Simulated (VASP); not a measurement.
The system is TiB2 (AlB2 type).

```xyz
3
Lattice="3.1579 0.0000 0.0000 -1.5790 2.7348 0.0000 0.0000 0.0000 3.4737" Properties=species:S:1:pos:R:3 pbc="T T T"
Ti    0.0000    0.0000    0.0000
B     0.0000    1.8232    1.7368
B     1.5790    0.9116    1.7368
```

* Program: VASP 6.6.1
* Task: relaxation of cell and atoms
* Functional: r2SCAN
* Potentials or basis: VASP PAW PBE potentials, release 64 (Ti_sv, B)
* Cutoff: 600 eV
* k mesh: 12 × 12 × 10
* Occupations: fermi-dirac, width 0.08 eV
* Spin: no spin polarisation

At the start: pressure -29.5 GPa; volume 10.00 Å³/atom.

Problem. How do energy, volume and symmetry change on relaxing?

Solution. Over 8 steps the energy falls by 154.6 meV/atom and the volume is 8.54 Å³/atom (-14.6 %); space group P6/mmm (No. 191, to 0.05 Å).

Step by step:
```tsv
step	energy change (eV)	largest force (eV/Å)	pressure (GPa)	volume (Å³)
1	0.0000	0.0000	-29.50	30.00
2	-0.0996	0.0000	41.21	22.69
3	-0.4475	0.0000	-0.49	25.78
4	-0.4477	0.0000	0.22	25.70
5	-0.4639	0.0000	0.41	25.58
6	-0.4639	0.0000	0.44	25.58
7	-0.4639	0.0000	-0.29	25.66
8	-0.4639	0.0000	-0.04	25.62
```

Final structure:
```
Ti B
1.0
     3.02726    0.00000    0.00000
    -1.51363    2.62168    0.00000
     0.00000    0.00000    3.22816
Ti B
1 2
Cartesian
  0.0000 0.0000 0.0000
  0.0000 1.7478 1.6141
  1.5136 0.8739 1.6141
```

Caveat: the PAW data sets were made with another functional, which shifts forces and pressure a little.
